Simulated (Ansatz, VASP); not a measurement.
**Two plane-wave programs on PtSe2**

```
CELL_PARAMETERS angstrom
3.75153 0.00000 0.00000
-1.87576 3.24892 0.00000
0.00000 0.00000 6.51415
ATOMIC_POSITIONS crystal
Pt 0.00000 0.00000 0.00000
Se 0.33333 0.66667 0.20060
Se 0.66667 0.33333 0.79940
```

Alike in both runs: functional PBE; k mesh 12 × 12 × 6; occupations gaussian, width 0.02 eV; no spin polarisation.

Ansatz relaxed the structure, and its values are those at the end. VASP's run is a single point on that final structure, the one shown.

|  | VASP | Ansatz |
| --- | --- | --- |
| version | VASP 6.6.1 | Ansatz 0.2.0 |
| potentials or method | VASP PAW PBE potentials, release 64 (Pt, Se), cutoff 520 eV | scalar-relativistic, plane waves, PAW |
| valence electrons in the cell | 22 | 50 |

|  | VASP | Ansatz | Ansatz less VASP |
| --- | --- | --- | --- |
| gap on the k mesh at the Fermi level (eV) | 0.85 | 0.86 | +0.010 |
| least direct gap on the mesh (eV) | 1.08 | 1.09 | +0.009 |
| pressure (GPa) | 0.0 | 0.0 | +0.04 |

VASP's potentials hold 22 valence electrons a cell and Ansatz's 50, so a difference there can come from the potentials and not from the codes.

Spin-orbit coupling is off throughout.
